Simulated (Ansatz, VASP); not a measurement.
## Two plane-wave programs on Si

```
CELL_PARAMETERS angstrom
-2.40624 2.40624 1.30530
2.40624 -2.40624 1.30530
2.35859 2.35859 -1.30530
ATOMIC_POSITIONS crystal
Si 0.25000 0.75000 0.50000
Si 0.50000 0.50000 0.00000
```

Change from the starting cell: strain -0.0200 x Voigt [0, 0, 0, 0, 0, 1], atoms carried along.

Alike in both runs: task single point; functional LDA; k mesh 26 × 26 × 26; occupations gaussian, width 0.15 eV; no spin polarisation.

|  | VASP | Ansatz |
| --- | --- | --- |
| version | VASP 6.6.1 | Ansatz 0.2.0 |
| potentials or method | VASP PAW LDA potentials, release 64 (Si), cutoff 520 eV | scalar-relativistic, plane waves, PAW |
| valence electrons in the cell | 8 | 8 |

|  | VASP | Ansatz | Ansatz less VASP |
| --- | --- | --- | --- |
| gap on the k mesh at the Fermi level (eV) | none | none | - |
| pressure (GPa) | 0.0 | -0.1 | -0.08 |
| traceless stress, the component that is largest in VASP (GPa) | 1.65 | 1.65 | -0.002 |

LDA's correlation is that of Perdew and Zunger in VASP and of Perdew and Wang (1992) in Ansatz. A gap of «none» marks a metal or a gap that the smearing closes.
